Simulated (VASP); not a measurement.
# Au (I4/mmm) in VASP: further runs

The runs below take Au through single point, with r2SCAN.

All numbers are computed with VASP 6.6.1; they aren't measurements. Logs are shortened: lines on timing, memory, paths and dates and some standing lists are left out, and cuts for length are marked.

## 1. The cell of the first run

It takes space group I4/mmm (No. 139, tetragonal). Conventional cell: a = 2.849 Å, b = 2.849 Å, c = 4.152 Å, α = 90.00°, β = 90.00°, γ = 90.00°. Within 3.8 Å of Au (site symmetry 4/mmm) lie 12 Au at 2.85 to 2.89 Å.

## 2. Single point, r2SCAN (strain -0.015 along x and y, +0.015 along z)

File POSCAR:

```
Au
1.0
    0.0000000000      2.0148175000      2.0761825000
    2.0148175000      0.0000000000      2.0761825000
    2.0148175000      2.0148175000      0.0000000000
Au
1
Direct
    0.0000000000      0.0000000000      0.0000000000
```

File INCAR.step1:

```
PREC = Accurate ; ENCUT = 520
ISMEAR = 1 ; SIGMA = 0.4
LREAL = F ; LASPH = T
NELM = 60 ; NBANDS = 12
GGA = PE ; ALGO = Normal
EDIFF = 1E-4 ; LWAVE = T
LCHARG = F
```

File INCAR.step2:

```
PREC = Accurate ; ENCUT = 520
EDIFF = 1E-6 ; ISMEAR = 1
SIGMA = 0.4 ; LREAL = F
LASPH = T ; NELM = 60
ALGO = Normal ; ISIF = 2
LWAVE = F ; LCHARG = F
METAGGA = R2SCAN ; LMIXTAU = T
NBANDS = 12 ; ISTART = 1
```

File KPOINTS:

```
regular mesh
0
Gamma
  20 20 20
```

Potentials or basis: VASP PAW PBE potentials, release 64 (Au).

On the command line:

```bash
> cat potpaw_PBE.64/Au/POTCAR > POTCAR
> cp INCAR.step1 INCAR
> mpirun -np 1 vasp_std > vasp.out
> cp INCAR.step2 INCAR
> mpirun -np 1 vasp_std > vasp.out
```

OUTCAR:

```text
PREC = Accurate
   ENCUT = 520
   EDIFF = 1E-6
   ISMEAR = 1
   LREAL = F
   LASPH = T
   NELM = 60
   ISIF = 2
   METAGGA = R2SCAN
   ISTART = 1

 ion  position               nearest neighbor table
   1  0.000  0.000  0.000-

  LATTYP: Found a body centered tetragonal cell.
 ALAT       =     2.8493822342
 C/A-ratio  =     1.4572860567

  Lattice vectors:

 A1 = (  -2.0148175000,   0.0000000000,   2.0761825000)
 A2 = (   2.0148175000,   0.0000000000,   2.0761825000)
 A3 = (   0.0000000000,   2.0148175000,  -2.0761825000)

Analysis of symmetry for initial positions (statically):
=====================================================================
 Subroutine PRICEL returns:
 Original cell was already a primitive cell.

 Routine SETGRP: Setting up the symmetry group for a
 body centered tetragonal supercell.

 Subroutine GETGRP returns: Found 16 space group operations
 (whereof 16 operations were pure point group operations)
 out of a pool of 16 trial point group operations.

The static configuration has the point symmetry D_4h.

Analysis of symmetry for dynamics (positions and initial velocities):
=====================================================================
 Subroutine PRICEL returns:
 Original cell was already a primitive cell.

 Routine SETGRP: Setting up the symmetry group for a
 body centered tetragonal supercell.

 Subroutine GETGRP returns: Found 16 space group operations
 (whereof 16 operations were pure point group operations)
 out of a pool of 16 trial point group operations.

The dynamic configuration has the point symmetry D_4h.

 Subroutine INISYM returns: Found 16 space group operations
 (whereof 16 operations are pure point group operations),
 and found     1 'primitive' translations

----------------------------------------------------------------------------------------

                                     Primitive cell

  volume of cell :      16.8565

  direct lattice vectors                    reciprocal lattice vectors
     0.000000000  2.014817500  2.076182500    -0.248161434  0.248161434  0.240826613
     2.014817500  0.000000000  2.076182500     0.248161434 -0.248161434  0.240826613
     2.014817500  2.014817500  0.000000000     0.248161434  0.248161434 -0.240826613

  length of vectors
     2.893099261  2.893099261  2.849382234     0.425635586  0.425635586  0.425635586

  position of ions in fractional coordinates (direct lattice)
[... 83 lines left out ...]
   ISIF   =      2    stress and relaxation
   ISYM   =      2    0-nonsym 1-usesym 2-fastsym
   POTIM  = 0.5000    time-step for ionic-motion
   TEBEG  =    0.0;   TEEND  =   0.0 temperature during run
   PSTRESS=    0.0 pullay stress
   NELECT =      11.0000    total number of electrons
   NUPDOWN=      -1.0000    fix difference up-down
   EMIN   =  10.00;   EMAX   =-10.00  energy-range for DOS
   EFERMI =   0.00;   METHOD = LEGACY
   ISMEAR =     1;   SIGMA  =   0.40  broadening in eV -4-tet -1-fermi 0-gaus
   EFERMI_NEDOS =   21; number of points for ismear=-14 and -15
   IALGO  =     38    algorithm
   IMIX   =      4    mixing-type and parameters
     AMIX     =   0.40;   BMIX     =  1.00
     AMIX_MAG =   1.60;   BMIX_MAG =  1.00
  volume/ion in A,a.u.               =      16.86       113.75
  Fermi-wavevector in a.u.,A,eV,Ry     =   1.419984  2.683380 27.434164  2.016354
  Thomas-Fermi vector in A             =   2.540947
   LORBIT       =      0    0 simple, 1 ext, 2 COOP (PROOUT), +10 PAW based schemes
   METAGGA = R2SCAN    functional components
   LHFCALC =     F    Hartree Fock is set to
   AEXX    =    0.0000 exact exchange contribution
   IVDW    =     0    specifies the selected vdW correction
   LEPSILON=     F    determine dielectric tensor
   LRPA    =     F    only Hartree local field effects (RPA)
 non-spin polarized calculation
 Methfessel and Paxton  Order N= 1 SIGMA  =   0.40
  energy-cutoff  :      520.00
  volume of cell :       16.86
 maximum number of plane-waves:       469
 NGX is ok and might be reduce to    24
   NGX = 11   NGY = 11   NGZ = 11

 number of electron      10.9999998 magnetization

 Free energy of the ion-electron system (eV)
  ---------------------------------------------------
  ext. energy  EPLUGINS =         0.00000000
  ---------------------------------------------------
  free energy    TOTEN  =       -50.57905064 eV

  energy without entropy =      -50.57977374  energy(sigma->0) =      -50.57929167

 E-fermi :   9.5325     XC(G=0): -13.7076

 val. band max:        9.5163103951   @ k =   0.4500   0.4500   0.0000
 cond. band min:       9.5443672383   @ k =  -0.2000   0.3000   0.1500
 fundamental gap:      0.0280568432
 Fermi energy:         9.5325038432

 k-point     1 :       0.0000    0.0000    0.0000
  band No.  band energies     occupation
      1      -0.7075      2.00000
      2       4.3111      2.00000
      3       4.5968      2.00000
      4       4.5968      2.00000
      5       5.9036      2.00000
      6       6.2125      2.00000
      7      24.8271      0.00000
      8      28.6404      0.00000
      9      29.1535      0.00000
     10      29.1535      0.00000
     11      34.3180      0.00000
     12      38.6805      0.00000
[... 331 lines left out ...]
 k-point    24 :      -0.3500    0.0500    0.0000
  band No.  band energies     occupation
      1       1.8540      2.00000
      2       4.4344      2.00000
      3       4.7492      2.00000
      4       5.8007      2.00000
      5       6.7348      2.00000
      6       7.4138      2.00000
      7      16.4776     -0.00000
      8      24.8236      0.00000
      9      27.5166      0.00000
     10      29.5831      0.00000
     11      33.8021      0.00000
     12      35.1567      0.00000

 [... further k-points ...]

------------------------ aborting loop because EDIFF is reached ----------------------------------------

  FORCE on cell =-STRESS in cart. coord.  units (eV):
  Direction    XX          YY          ZZ          XY          YZ          ZX
  --------------------------------------------------------------------------------------
  -------------------------------------------------------------------------------------
  Total        0.8049508      0.8049508      0.6894603      0.0000000     -0.0000000      0.0000000
  in kB       76.5090749     76.5090749     65.5319209      0.0000000     -0.0000000      0.0000000
  external PRESSURE =      72.8500236 kB  Pullay stress =       0.0000000 kB

 VOLUME and BASIS-vectors are now :
 -----------------------------------------------------------------------------
  energy-cutoff  :      520.00
  volume of cell :       16.86
      direct lattice vectors                 reciprocal lattice vectors
     0.000000000  2.014817500  2.076182500    -0.248161434  0.248161434  0.240826613
     2.014817500  0.000000000  2.076182500     0.248161434 -0.248161434  0.240826613
     2.014817500  2.014817500  0.000000000     0.248161434  0.248161434 -0.240826613

 POSITION                                       TOTAL-FORCE (eV/Angst)
 -----------------------------------------------------------------------------------
      0.00000      0.00000      0.00000         0.000000      0.000000      0.000000
 -----------------------------------------------------------------------------------
    total drift:                               -0.000000      0.000000     -0.000000

  FREE ENERGIE OF THE ION-ELECTRON SYSTEM (eV)
  ---------------------------------------------------
  free  energy   TOTEN  =       -50.5790506371 eV

  energy  without entropy=      -50.5797737395  energy(sigma->0) =      -50.57929167
```

Run time: 2.3 min. Hardware: 1 thread of Intel Xeon 6975P-C (Granite Rapids), shared host; peak memory 0.25 GiB.

Results:

- Free energy: -50.5791 eV
- Pressure: 7.3 GPa
- Band gap on the k mesh: zero (an odd number of electrons rules out a gap without spin polarisation)

Caveat: the cell differs from its parent crystal (strain -0.015 along x and y, +0.015 along z); the cell stands under pressure; so wide a smearing shifts energies and pressures; the PAW data sets were made with another functional, which shifts forces and pressure a little; spin-orbit coupling is left out, which moves the levels of the heavy elements.

## 3. Single point, r2SCAN (strain -0.015 along x and y, +0.030 along z)

File POSCAR:

```
Au
1.0
    0.0000000000      2.0148175000      2.1068650000
    2.0148175000      0.0000000000      2.1068650000
    2.0148175000      2.0148175000      0.0000000000
Au
1
Direct
    0.0000000000      0.0000000000      0.0000000000
```

File INCAR.step1:

```
SYSTEM = Au
  PREC = Accurate
  ENCUT = 520
  ISMEAR = 1
  SIGMA = 0.4
  LREAL = .False.
  LASPH = .True.
  NELM = 60
  NBANDS = 12
  GGA = PE
  ALGO = Normal
  EDIFF = 1E-4
  LWAVE = .True.
  LCHARG = .False.
```

File INCAR.step2:

```
SYSTEM = Au
  PREC = Accurate
  ENCUT = 520
  EDIFF = 1E-7
  ISMEAR = 1
  SIGMA = 0.4
  LREAL = .False.
  LASPH = .True.
  NELM = 60
  ALGO = Normal
  ISIF = 2
  LWAVE = .False.
  LCHARG = .False.
  METAGGA = R2SCAN
  LMIXTAU = .True.
  NBANDS = 12
  ISTART = 1
```

File KPOINTS:

```
regular mesh
0
Gamma
  20 20 20
  0 0 0
```

Potentials or basis: VASP PAW PBE potentials, release 64 (Au).

On the command line:

```bash
> cat potpaw_PBE.64/Au/POTCAR > POTCAR
> cp INCAR.step1 INCAR
> mpirun -np 1 vasp_std > vasp.out
> cp INCAR.step2 INCAR
> mpirun -np 1 vasp_std > vasp.out
```

Wall time 2.5 min (1 thread of Intel Xeon 6975P-C (Granite Rapids), shared host); peak memory 0.25 GiB.

Results (log left out):

```yaml
Free_energy: -50.5870 eV
Pressure: 4.6 GPa
Band_gap_on_the_k_mesh: zero (an odd number of electrons rules out a gap without spin polarisation)
```

Stress tensor (GPa, compression positive):
```
5.09 0.00 0.00
0.00 5.09 0.00
0.00 0.00 3.50
```

Levels at points of the mesh, in eV from the Fermi level:
```csv
k point,band 3,band 4,band 5,band 6,band 7,band 8,band 9,band 10
"(0.00, 0.00, 0.00)",-4.81,-4.81,-3.67,-3.22,15.33,18.89,19.62,19.62
"(0.50, 0.00, 0.00)",-4.81,-2.29,-2.10,-0.81,3.14,14.66,17.50,18.41
"(0.50, 0.50, 0.00)",-2.24,-1.88,-1.88,0.67,5.23,11.04,11.04,18.50
"(0.50, 0.00, 0.50)",-2.28,-2.02,-1.67,1.43,6.33,10.21,10.26,17.80
```

Caveat: the cell differs from its parent crystal (strain -0.015 along x and y, +0.030 along z); the cell stands under pressure; so wide a smearing shifts energies and pressures; the PAW data sets were made with another functional, which shifts forces and pressure a little; spin-orbit coupling is left out, which moves the levels of the heavy elements.
